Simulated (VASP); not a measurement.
# ScPb3 in VASP: single point with PBEsol

Aim: the single point of ScPb3 with PBEsol.

Everything below comes from runs of VASP 6.6.1. Logs are shortened: lines on timing, memory, paths and dates and some standing lists are left out, and cuts for length are marked.

### 1 The cell of the first run

The cell holds a slab with vacuum, 12 atoms: a = 6.388 Å, b = 6.388 Å, c = 25.536 Å, α = 90.00°, β = 90.00°, γ = 138.42°.

### 2 Single point, PBEsol

Input file INCAR:

```
PREC = Accurate ; ENCUT = 400
EDIFF = 1E-6 ; ISMEAR = 0
SIGMA = 0.15 ; LREAL = F
LASPH = T ; NELM = 120
ALGO = Normal ; ISIF = 2
LWAVE = F ; LCHARG = F
LDIPOL = T ; IDIPOL = 3
DIPOL = 0.5 0.5 0.495 ; GGA = PS
NBANDS = 92 ; GGA_COMPAT = F
NELMDL = -8
```

Input file KPOINTS:

```
Automatic mesh
0
Gamma
  4 4 1
```

Input file POSCAR:

```
ScPb3
1.0
    6.3877572691      0.0000000000      0.0000000000
   -4.7782254496      4.2393400998      0.0000000000
    0.0000000000      0.0000000000     25.5364322041
Sc Pb
3 9
Direct
    0.0000000000      0.0000000000      0.2741181675
    0.1441460067      0.8558539933      0.4383958639
    0.2892106165      0.7107893835      0.5850678527
    0.2860365017      0.7139634983      0.3151875916
    0.8581095050      0.1418904950      0.3973264398
    0.5720730033      0.4279269967      0.3562570157
    0.4301825083      0.5698174917      0.4794652880
    0.0034556367      0.9965443633      0.5587607905
    0.7109371829      0.2890628171      0.5147995824
    0.5977808000      0.4022192000      0.6395862828
    0.2052753922      0.7947246078      0.7121408132
    0.8669343431      0.1330656569      0.6711212686
```

Potentials or basis: VASP PAW PBE potentials, release 64 (Sc_sv, Pb_d).

On the command line:

```bash
$ cat potpaw_PBE.64/Sc_sv/POTCAR potpaw_PBE.64/Pb_d/POTCAR > POTCAR
$ mpirun -np 1 vasp_std > vasp.out
```

OUTCAR:

```text
PREC = Accurate
   ENCUT = 400
   EDIFF = 1E-6
   ISMEAR = 0
   LREAL = F
   LASPH = T
   NELM = 120
   ISIF = 2
   GGA = PS
   NELMDL = -8

 ion  position               nearest neighbor table
   1  0.000  0.000  0.274-   6 3.21   6 3.21   4 3.57   4 3.57   4 3.57   5 3.57
   2  0.144  0.856  0.438-   9 3.10   9 3.10   6 3.21   6 3.21   8 3.50   7 3.57   5 3.57   5 3.57
                             5 3.57   4 3.57   7 3.57   7 3.57
   3  0.289  0.711  0.585-   9 3.04   9 3.04   7 3.18  12 3.29  12 3.29  11 3.40   8 3.48   8 3.48
                             8 3.48  10 3.51  10 3.51
   4  0.286  0.714  0.315-   5 3.21   5 3.21   6 3.57   1 3.57   1 3.57   1 3.57   2 3.57   6 3.57
                             6 3.57
   5  0.858  0.142  0.397-   4 3.21   7 3.21   4 3.21   7 3.21   9 3.48   6 3.57   2 3.57   6 3.57
                             2 3.57   2 3.57   6 3.57   1 3.57
   6  0.572  0.428  0.356-   1 3.21   1 3.21   2 3.21   2 3.21   4 3.57   5 3.57   5 3.57   5 3.57
                             7 3.57   4 3.57   4 3.57
   7  0.430  0.570  0.479-   8 3.16   8 3.16   3 3.18   5 3.21   5 3.21   9 3.47   2 3.57   6 3.57
                             2 3.57   2 3.57   9 3.58   9 3.58
   8  0.003  0.997  0.559-   7 3.16   7 3.16  10 3.27  10 3.27  12 3.30   3 3.48   3 3.48   3 3.48
                             2 3.50   9 3.54   9 3.54   9 3.67
   9  0.711  0.289  0.515-   3 3.04   3 3.04   2 3.10   2 3.10  10 3.46   7 3.47   5 3.48   8 3.54
                             8 3.54   7 3.58   7 3.58   8 3.67
  10  0.598  0.402  0.640-  11 3.20  11 3.20   8 3.27   8 3.27  12 3.31   9 3.46   3 3.51   3 3.51
                            12 3.66  12 3.66
  11  0.205  0.795  0.712-  12 3.16  12 3.16  10 3.20  10 3.20   3 3.40
  12  0.867  0.133  0.671-  11 3.16  11 3.16   3 3.29   3 3.29   8 3.30  10 3.31  10 3.66  10 3.66

  LATTYP: Found a base centered orthorhombic cell.
 ALAT       =     4.5346000000
 B/A-ratio  =     2.6338964216
 C/A-ratio  =     5.6314630186

  Lattice vectors:

 A1 = (   6.3877572691,   0.0000000000,   0.0000000000)
 A2 = (  -4.7782254496,   4.2393400998,   0.0000000000)
 A3 = (   0.0000000000,   0.0000000000,  25.5364322041)

Analysis of symmetry for initial positions (statically):
=====================================================================
 Subroutine PRICEL returns:
 Original cell was already a primitive cell.

 Routine SETGRP: Setting up the symmetry group for a
 base centered orthorhombic supercell.

 Subroutine GETGRP returns: Found  2 space group operations
 (whereof  2 operations were pure point group operations)
 out of a pool of  8 trial point group operations.

The static configuration has the point symmetry C_1h.

Analysis of symmetry for dynamics (positions and initial velocities):
=====================================================================
 Subroutine PRICEL returns:
 Original cell was already a primitive cell.

 Routine SETGRP: Setting up the symmetry group for a
 base centered orthorhombic supercell.

 Subroutine GETGRP returns: Found  2 space group operations
 (whereof  2 operations were pure point group operations)
 out of a pool of  8 trial point group operations.

The dynamic configuration has the point symmetry C_1h.

 Subroutine INISYM returns: Found  2 space group operations
 (whereof  2 operations are pure point group operations),
 and found     1 'primitive' translations

----------------------------------------------------------------------------------------

                                     Primitive cell

  volume of cell :     691.5234

  direct lattice vectors                    reciprocal lattice vectors
     6.387757269  0.000000000  0.000000000     0.156549468  0.176449314  0.000000000
    -4.778225450  4.239340100  0.000000000     0.000000000  0.235885769  0.000000000
     0.000000000  0.000000000 25.536432204     0.000000000  0.000000000  0.039159738

  length of vectors
     6.387757269  6.387757269 25.536432204     0.235885769  0.235885769  0.039159738

  position of ions in fractional coordinates (direct lattice)
     0.000000000  0.000000000  0.274118167
     0.144146007  0.855853993  0.438395864
     0.289210617  0.710789383  0.585067853
     0.286036502  0.713963498  0.315187592
     0.858109505  0.141890495  0.397326440
     0.572073003  0.427926997  0.356257016
     0.430182508  0.569817492  0.479465288
     0.003455637  0.996544363  0.558760791
[... 39 lines left out ...]
     0.000000000  0.000000000  0.000000000

 Subroutine IBZKPT returns following result:
 ===========================================

 Found      7 irreducible k-points:

 Following reciprocal coordinates:
            Coordinates               Weight
  0.000000  0.000000  0.000000      1.000000
  0.250000  0.000000  0.000000      4.000000
  0.500000  0.000000  0.000000      2.000000
  0.250000  0.250000  0.000000      2.000000
  0.500000  0.250000  0.000000      4.000000
 -0.250000  0.250000  0.000000      2.000000
  0.500000  0.500000  0.000000      1.000000
   k-points           NKPTS =      7   k-points in BZ     NKDIM =      7   number of bands    NBANDS=     92
   number of dos      NEDOS =    301   number of ions     NIONS =     12
   total plane-waves  NPLWV = 296352
   dimension x,y,z NGX =    42 NGY =   42 NGZ =  168
   dimension x,y,z NGXF=    84 NGYF=   84 NGZF=  336
   ions per type =               3   9
   NGX,Y,Z   is equivalent  to a cutoff of  10.93, 10.93, 10.94 a.u.
   NGXF,Y,Z  is equivalent  to a cutoff of  21.86, 21.86, 21.87 a.u.
 SYSTEM =  unknown system
   PREC   = accura    normal or accurate (medium, high low for compatibility)
   ISTART =      0    job   : 0-new  1-cont  2-samecut
   ICHARG =      2    charge: 1-file 2-atom 10-const
   ISPIN  =      1    spin polarized calculation?
   LNONCOLLINEAR =      F non collinear calculations
   LSORBIT =      F    spin-orbit coupling
   LASPH  =      T    aspherical Exc in radial PAW
   ENCUT  =  400.0 eV  29.40 Ry    5.42 a.u.  10.42 10.42 41.64*2*pi/ulx,y,z
   NELM   =    120;   NELMIN=  2; NELMDL= -8     # of ELM steps
   EDIFF  = 0.1E-05   stopping-criterion for ELM
   LREAL  =      F    real-space projection
   EDIFFG = 0.1E-04   stopping-criterion for IOM
   NSW    =      0    number of steps for IOM
   IBRION =     -1    ionic relax: 0-MD 1-quasi-New 2-CG
   NFREE  =      0    steps in history (QN), initial steepest desc. (CG)
   ISIF   =      2    stress and relaxation
   ISYM   =      2    0-nonsym 1-usesym 2-fastsym
   POTIM  = 0.5000    time-step for ionic-motion
   TEBEG  =    0.0;   TEEND  =   0.0 temperature during run
   PSTRESS=    0.0 pullay stress
   NELECT =     159.0000    total number of electrons
   NUPDOWN=      -1.0000    fix difference up-down
   EMIN   =  10.00;   EMAX   =-10.00  energy-range for DOS
   EFERMI =   0.00;   METHOD = LEGACY
   ISMEAR =     0;   SIGMA  =   0.15  broadening in eV -4-tet -1-fermi 0-gaus
   EFERMI_NEDOS =   21; number of points for ismear=-14 and -15
   IALGO  =     38    algorithm
   IMIX   =      4    mixing-type and parameters
     AMIX     =   0.40;   BMIX     =  1.00
     AMIX_MAG =   1.60;   BMIX_MAG =  1.00
  volume/ion in A,a.u.               =      57.63       388.89
  Fermi-wavevector in a.u.,A,eV,Ry     =   1.002932  1.895267 13.685733  1.005873
  Thomas-Fermi vector in A             =   2.135451
   LORBIT       =      0    0 simple, 1 ext, 2 COOP (PROOUT), +10 PAW based schemes
   GGA     = PS    functional components
   LHFCALC =     F    Hartree Fock is set to
   AEXX    =    0.0000 exact exchange contribution
   IVDW    =     0    specifies the selected vdW correction
   LEPSILON=     F    determine dielectric tensor
   LRPA    =     F    only Hartree local field effects (RPA)
 non-spin polarized calculation
 Gauss-broadening in eV      SIGMA  =   0.15
  energy-cutoff  :      400.00
  volume of cell :      691.52
 maximum number of plane-waves:     12596
 NGX is ok and might be reduce to    42
   NGX = 21   NGY = 21   NGZ = 83

 dipolmoment           0.000000      0.000000     -0.019073 electrons x Angstroem

 number of electron     158.9999991 magnetization

 dipolmoment           0.000000      0.000000      0.163445 electrons x Angstroem

 Free energy of the ion-electron system (eV)
  ---------------------------------------------------
  ext. energy  EPLUGINS =         0.00000000
  ---------------------------------------------------
  free energy    TOTEN  =       -54.67110913 eV

  energy without entropy =      -54.59842695  energy(sigma->0) =      -54.63476804

 E-fermi :   1.4621     XC(G=0):  -5.7819

 val. band max:        1.4320378984   @ k =   0.0000   0.0000   0.0000
 cond. band min:       1.5305484398   @ k =   0.2500   0.2500   0.0000
 fundamental gap:      0.0985105414
 Fermi energy:         1.4621160799

 k-point     1 :       0.0000    0.0000    0.0000
  band No.  band energies     occupation
      1     -49.3498      2.00000
      2     -48.6494      2.00000
      3     -48.4410      2.00000
      4     -28.1486      2.00000
      5     -28.0180      2.00000
      6     -27.9657      2.00000
[... 647 lines left out ...]
     90       2.9174      0.00000
     91       2.9258      0.00000
 [bands above 91 left out]

------------------------ aborting loop because EDIFF is reached ----------------------------------------

 vacuum level on the upper side and lower side of the slab       (xc-potential included)         0.287        -0.775

  FORCE on cell =-STRESS in cart. coord.  units (eV):
  Direction    XX          YY          ZZ          XY          YZ          ZX
  --------------------------------------------------------------------------------------
  -------------------------------------------------------------------------------------
  Total       -7.7669960     -7.0381207     -4.3450449      0.3233366     -0.0934373      0.2461039
  in kB      -17.9952042    -16.3064870    -10.0669512      0.7491323     -0.2164832      0.5701935
  external PRESSURE =     -14.7895474 kB  Pullay stress =       0.0000000 kB

 VOLUME and BASIS-vectors are now :
 -----------------------------------------------------------------------------
  energy-cutoff  :      400.00
  volume of cell :      691.52
      direct lattice vectors                 reciprocal lattice vectors
     6.387757269  0.000000000  0.000000000     0.156549468  0.176449314  0.000000000
    -4.778225450  4.239340100  0.000000000     0.000000000  0.235885769  0.000000000
     0.000000000  0.000000000 25.536432204     0.000000000  0.000000000  0.039159738

 POSITION                                       TOTAL-FORCE (eV/Angst)
 -----------------------------------------------------------------------------------
      0.00000      0.00000      7.00000         0.008139     -0.003090      1.665862
     -3.16869      3.62826     11.19507        -0.049924      0.018954     -0.181502
     -1.54890      3.01328     14.94055         0.001451     -0.000551     -0.004195
     -1.58435      3.02673      8.04877        -0.096724      0.036723     -0.447316
      4.80341      0.60152     10.14630         0.007112     -0.002700     -0.364405
      1.60953      1.81413      9.09753         0.047483     -0.018028     -0.548784
      0.02519      2.41565     12.24383         0.084473     -0.032071     -0.127294
     -4.73964      4.22469     14.26876         0.000260     -0.000099      0.003423
      3.16009      1.22544     13.14614        -0.001639      0.000622      0.001035
      1.89658      1.70514     16.33275        -0.000759      0.000288      0.001962
     -2.48612      3.36911     18.18554        -0.002469      0.000937      0.003044
      4.90195      0.56411     17.13804         0.002598     -0.000986     -0.001831
 -----------------------------------------------------------------------------------
    total drift:                               -0.001647      0.000625      0.001438

  FREE ENERGIE OF THE ION-ELECTRON SYSTEM (eV)
  ---------------------------------------------------
  free  energy   TOTEN  =       -54.6711091300 eV

  energy  without entropy=      -54.5984269494  energy(sigma->0) =      -54.63476804

 vacuum level on the upper side and lower side of the slab         5.316         4.215
```

Run time: 31 min. Hardware: 1 thread of Intel Xeon 8259CL, shared host; peak memory 0.77 GiB.

What came out:

| Quantity | Value |
| --- | --- |
| Free energy | -54.6711 eV |
| Largest force | 1.666 eV/Å |
| Band gap on the k mesh | zero (an odd number of electrons rules out a gap without spin polarisation) |

Forces on the atoms (eV/Å):
```
Sc   0.008 -0.003  1.666
Sc  -0.050  0.019 -0.182
Sc   0.001 -0.001 -0.004
Pb  -0.097  0.037 -0.447
Pb   0.007 -0.003 -0.364
Pb   0.047 -0.018 -0.549
Pb   0.084 -0.032 -0.127
Pb   0.000  0.000  0.003
Pb  -0.002  0.001  0.001
Pb  -0.001  0.000  0.002
Pb  -0.002  0.001  0.003
Pb   0.003 -0.001 -0.002
```

Levels at points of the mesh, in eV from the Fermi level:
| k point | band 77 | band 78 | band 79 | band 80 | band 81 | band 82 |
| --- | --- | --- | --- | --- | --- | --- |
| (0.00, 0.00, 0.00) | -0.59 | -0.50 | -0.25 | -0.13 | -0.03 | 0.40 |
| (0.50, 0.00, 0.00) | -0.91 | -0.74 | -0.38 | -0.30 | -0.08 | 0.33 |
| (0.50, 0.50, 0.00) | -0.31 | 0.14 | 0.28 | 0.29 | 0.43 | 0.43 |

Caveat: the k points lie up to 0.37 Å⁻¹ apart, too coarse for converged energies and pressures of a metal; the PAW data sets were made with another functional, which shifts forces and pressure a little; spin-orbit coupling is left out, which moves the levels of the heavy elements.
